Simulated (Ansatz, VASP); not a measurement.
## Sn in VASP and in Ansatz

The input POSCAR:

```
Sn
1.0
   -1.8946518192      1.8946518192      1.8946518192
    1.8946518192     -1.8946518192      1.8946518192
    1.8946518192      1.8946518192     -1.8946518192
Sn
1
Direct
    0.0000000000      0.0000000000      0.0000000000
```

File INCAR.step1:

```
SYSTEM = Sn
PREC = Accurate ; ENCUT = 520
ISMEAR = -1 ; SIGMA = 0.05
LREAL = .False. ; LASPH = .True.
NELM = 100 ; NBANDS = 13
GGA = PE ; ALGO = Normal
EDIFF = 1E-4 ; LWAVE = .True.
LCHARG = .False.
```

Contents of INCAR.step2:

```
SYSTEM = Sn
PREC = Accurate ; ENCUT = 520
EDIFF = 1E-6 ; ISMEAR = -1
SIGMA = 0.05 ; LREAL = .False.
LASPH = .True. ; NELM = 100
ALGO = Normal ; ISIF = 2
LWAVE = .False. ; LCHARG = .False.
METAGGA = R2SCAN ; LMIXTAU = .True.
NBANDS = 13 ; ISTART = 1
```

KPOINTS

```
regular mesh
0
Gamma
  6 6 6
  0 0 0
```

The input input.yaml:

```yaml
crystal:
  lattice:
    - [-1.8946518192, 1.8946518192, 1.8946518192]
    - [1.8946518192, -1.8946518192, 1.8946518192]
    - [1.8946518192, 1.8946518192, -1.8946518192]
  atoms:
    - { symbol: Sn, position: [0.0, 0.0, 0.0] }
hamiltonian:
  xc: r2scan
  pseudopotentials: { kind: paw }
kpoints:
  mp_grid: { grid: [6, 6, 6] }
  band_path:
    path:
      - [[0.0, 0.0, 0.0], [0.5, -0.5, 0.5], [0.0, 0.0, 0.5], [0.0, 0.0, 0.0], [0.25, 0.25, 0.25], [0.5, -0.5, 0.5]]
      - [[0.25, 0.25, 0.25], [0.0, 0.0, 0.5]]
    npoints: 14
scf:
  occupations: { method: fermi_dirac, width: 0.05 }
  n_extra_bands: 6
output:
  forces: true
  stress: true
  eigenvalues: true
  fatbands: false
```

Alike in both runs: functional r2SCAN; k mesh 6 × 6 × 6; occupations fermi-dirac, width 0.05 eV; no spin polarisation.

|  | VASP | Ansatz |
| --- | --- | --- |
| version | VASP 6.6.1 | Ansatz 0.2.0 |
| potentials or method | VASP PAW PBE potentials, release 64 (Sn_d) | Ansatz PAW |
| plane-wave cutoff (eV) | 520 | 500 |
| valence electrons in the cell | 14 | 14 |
| task | single point | band structure |

|  | VASP | Ansatz | Ansatz less VASP |
| --- | --- | --- | --- |
| gap on the k mesh at the Fermi level (eV) | none | none | - |
| pressure (GPa) | -0.4 | -0.4 | 0.00 |

VASP's potentials were made for PBE, not for r2SCAN. A gap of «none» marks a metal or a gap that the smearing closes. With one functional, cell and mesh, what is left measures potentials, basis and numerics.

The k mesh is coarse, so the values compare programs but aren't converged.
